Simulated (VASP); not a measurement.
# HfB2 in VASP: further runs, part 2 of 2

VASP 6.6.1. Earlier steps stand in the parts before.

### 4 Electric field gradients, PBE (zz strain of +3 %)

INCAR reads:

```
SYSTEM = HfB2
ALGO = Normal
EDIFF = 1E-8
ENCUT = 520
GGA = PE
ISIF = 2
ISMEAR = -1
LASPH = .True.
LCHARG = .False.
LEFG = .True.
LREAL = .False.
LWAVE = .False.
NBANDS = 15
NELM = 100
PREC = Accurate
SIGMA = 0.05
```

KPOINTS reads:

```
k-points
0
Gamma
  13 13 11
  0 0 0
```

POSCAR reads:

```
HfB2
1.0
    3.1400001005      0.0000000000      0.0000000000
   -1.5700000503      2.7193198549      0.0000000000
    0.0000000000      0.0000000000      3.5844000000
Hf B
1 2
Direct
    0.0000000000      0.0000000000      0.0000000000
    0.3333333333      0.6666666667      0.5000000000
    0.6666666667      0.3333333333      0.5000000000
```

Potentials or basis: VASP PAW PBE potentials, release 64 (Hf_pv, B).

On the command line:

```bash
$ cat potpaw_PBE.64/Hf_pv/POTCAR potpaw_PBE.64/B/POTCAR > POTCAR
$ mpirun -np 1 vasp_std > vasp.out
```

OUTCAR:

```text
SYSTEM = HfB2
   EDIFF = 1E-8
   ENCUT = 520
   GGA = PE
   ISIF = 2
   ISMEAR = -1
   LASPH = .True.
   LREAL = .False.
   NELM = 100
   PREC = Accurate

 ion  position               nearest neighbor table
   1  0.000  0.000  0.000-   2 2.55   3 2.55   2 2.55   3 2.55   3 2.55   3 2.55   2 2.55   2 2.55
                             3 2.55   3 2.55   2 2.55   2 2.55
   2  0.333  0.667  0.500-   3 1.81   3 1.81   3 1.81   1 2.55   1 2.55   1 2.55   1 2.55   1 2.55
                             1 2.55
   3  0.667  0.333  0.500-   2 1.81   2 1.81   2 1.81   1 2.55   1 2.55   1 2.55   1 2.55   1 2.55
                             1 2.55

  LATTYP: Found a hexagonal cell.
 ALAT       =     3.1400001005
 C/A-ratio  =     1.1415286259

  Lattice vectors:

 A1 = (   3.1400001005,   0.0000000000,   0.0000000000)
 A2 = (  -1.5700000503,   2.7193198549,   0.0000000000)
 A3 = (   0.0000000000,   0.0000000000,   3.5844000000)

Analysis of symmetry for initial positions (statically):
=====================================================================
 Subroutine PRICEL returns:
 Original cell was already a primitive cell.

 Routine SETGRP: Setting up the symmetry group for a
 hexagonal supercell.

 Subroutine GETGRP returns: Found 24 space group operations
 (whereof 24 operations were pure point group operations)
 out of a pool of 24 trial point group operations.

The static configuration has the point symmetry D_6h.

Analysis of symmetry for dynamics (positions and initial velocities):
[... 181 lines left out ...]
     12      11.6891      0.00000
     13      12.5260      0.00000
     14      12.5260      0.00000
[... 401 lines left out ...]
      2     -23.0093      2.00000
      3     -22.8792      2.00000
      4      -5.5660      2.00000
      5       3.3124      2.00000
      6       3.6158      2.00000
      7       4.7360      2.00000
      8       5.4452      2.00000
      9       9.5578      0.00000
     10      10.1279      0.00000
     11      11.7691      0.00000
     12      11.9510      0.00000
     13      12.8361      0.00000
     14      14.4077      0.00000
     15      14.6610      0.00000

 [... further k-points ...]
[... 5 lines left out ...]
  --------------------------------------------------------------------------------------
  -------------------------------------------------------------------------------------
  Total       -0.4949338     -0.4949338     -2.1887640      0.0000000      0.0000000      0.0000000
  in kB      -25.9090349    -25.9090349   -114.5784916      0.0000000      0.0000000      0.0000000
  external PRESSURE =     -55.4655205 kB  Pullay stress =       0.0000000 kB

 VOLUME and BASIS-vectors are now :
 -----------------------------------------------------------------------------
  energy-cutoff  :      520.00
  volume of cell :       30.61
      direct lattice vectors                 reciprocal lattice vectors
     3.140000101  0.000000000  0.000000000     0.318471327  0.183869507  0.000000000
    -1.570000050  2.719319855  0.000000000     0.000000000  0.367739013  0.000000000
     0.000000000  0.000000000  3.584400000     0.000000000  0.000000000  0.278986720

 POSITION                                       TOTAL-FORCE (eV/Angst)
 -----------------------------------------------------------------------------------
      0.00000      0.00000      0.00000        -0.000000      0.000000     -0.000000
     -0.00000      1.81288      1.79220        -0.000000     -0.000000     -0.000000
      1.57000      0.90644      1.79220         0.000000      0.000000      0.000000
 -----------------------------------------------------------------------------------
    total drift:                               -0.000000      0.000000      0.000000

  FREE ENERGIE OF THE ION-ELECTRON SYSTEM (eV)
  ---------------------------------------------------
  free  energy   TOTEN  =       -26.3729732523 eV

  energy  without entropy=      -26.3713184133  energy(sigma->0) =      -26.37214583

 Electric field gradients (V/A^2)
---------------------------------------------------------------------
 ion       V_xx      V_yy      V_zz      V_xy      V_xz      V_yz
---------------------------------------------------------------------
   1     -41.123   -41.123    82.246    -0.000     0.000     0.000
   2      -1.634    -1.634     3.267    -0.000     0.000    -0.000
   3      -1.634    -1.634     3.267    -0.000     0.000     0.000
---------------------------------------------------------------------

 Electric field gradients after diagonalization (V/A^2)
 (convention: |V_zz| > |V_xx| > |V_yy|)
----------------------------------------------------------------------
 ion       V_xx      V_yy      V_zz     asymmetry (V_yy - V_xx)/ V_zz
----------------------------------------------------------------------
   1     -41.123   -41.123    82.246       0.000
   2      -1.634    -1.634     3.267       0.000
   3      -1.634    -1.634     3.267       0.000
----------------------------------------------------------------------

           NMR quadrupolar parameters

 Cq : quadrupolar parameter    Cq=e*Q*V_zz/h
 eta: asymmetry parameters     (V_yy - V_xx)/ V_zz
 Q  : nuclear electric quadrupole moment in mb (millibarn)
----------------------------------------------------------------------
 ion       Cq(MHz)       eta       Q (mb)
----------------------------------------------------------------------
   1       0.199       0.000       1.000
   2       0.008       0.000       1.000
   3       0.008       0.000       1.000
----------------------------------------------------------------------
```

It took 19 s on 1 thread of Intel Xeon 6975P-C (Granite Rapids), shared host; peak memory 0.18 GiB.

Results:

```yaml
Free_energy: -26.3730 eV
Pressure: -5.5 GPa
Band_gap_on_the_k_mesh: zero (band 8 reaches 8.33 eV, above the bottom of band 9 at 7.01 eV)
```

Stress tensor (GPa, compression positive):
```
 -2.59   0.00   0.00
  0.00  -2.59   0.00
  0.00   0.00 -11.46
```

Levels at points of the mesh, in eV from the Fermi level:
```
           k point  band 5  band 6  band 7  band 8  band 9  band 10  band 11  band 12
(0.00, 0.00, 0.00)   -3.14   -3.08   -2.68   -2.68    3.86     3.86     4.20     4.20
```

Electric field gradients, principal values (V/Å²):
| atom | least | middle | greatest (by size) |
| --- | --- | --- | --- |
| 1 Hf | -41.123 | -41.123 | 82.246 |
| 2 B | -1.634 | -1.634 | 3.267 |
| 3 B | -1.634 | -1.634 | 3.267 |

Caveat: the cell differs from its parent crystal (zz strain of +3 %); without QUAD_EFG the Cq values of the log hold for a quadrupole moment of 1 mb, not for the nuclei; spin-orbit coupling is left out, which moves the levels of the heavy elements.

### 5 Summary

```tsv
cell	gap on the mesh (eV)	pressure (GPa)	largest force (eV/Å)
a = 3.141, b = 3.099, c = 3.481 Å, angles 89.4, 88.3, 118.7°, 3 atoms	none	1.8	0.03
a = 3.140, b = 3.167, c = 3.480 Å, angles 90.4, 91.1, 120.9°, 3 atoms	none	1.4	0.03
a = 3.140, b = 3.140, c = 3.584 Å, angles 90.0, 90.0, 120.0°, 3 atoms	none	-5.5	-
```

Alike in all rows: task electric field gradients; level PBE; potentials or basis VASP PAW PBE potentials, release 64 (Hf_pv, B); no spin polarisation; k mesh 13 × 13 × 11; cutoff (eV) 520; smearing fermi-dirac 0.05 eV.

Caveats: spin-orbit coupling is left out, which moves the levels of the heavy elements.

Absolute energies hang on the potentials; compare differences alone.
